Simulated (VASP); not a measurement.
Here is a VASP 6.6.1 calculation.

File INCAR:

```
PREC = Accurate ; ENCUT = 520
EDIFF = 1E-7 ; ISMEAR = 0
SIGMA = 0.05 ; LREAL = F
LASPH = T ; NELM = 80
ALGO = Normal ; ISIF = 2
LWAVE = F ; LCHARG = T
GGA = PE ; LELF = T
LVHAR = T ; NBANDS = 11
```

File KPOINTS:

```
Automatic mesh
0
Gamma
  12 12 12
```

File POSCAR:

```
C
1.0
    0.0000000000      1.8078331732      1.7355198462
    1.8078331732      0.0000000000      1.7355198462
    1.8078331732      1.8078331732      0.0000000000
C
2
Direct
    0.5000000000      0.5000000000      0.5000000000
    0.7500000000      0.7500000000      0.7500000000
```

Potentials or basis: VASP PAW PBE potentials, release 64 (C).

Run with:

```console
$ cat potpaw_PBE.64/C/POTCAR > POTCAR
$ mpirun -np 1 vasp_std > vasp.out
```

Task: What does it give for the band gap on the k mesh?

Result: 3.14 eV, indirect (least direct gap 4.88 eV).

Task: Estimate the pressure.

Result: 2.5 GPa.

Stress tensor (GPa, compression positive):
```
-9.65  0.00  0.00
 0.00 -9.65  0.00
 0.00  0.00 26.70
```

 A k mesh can miss the band edges.
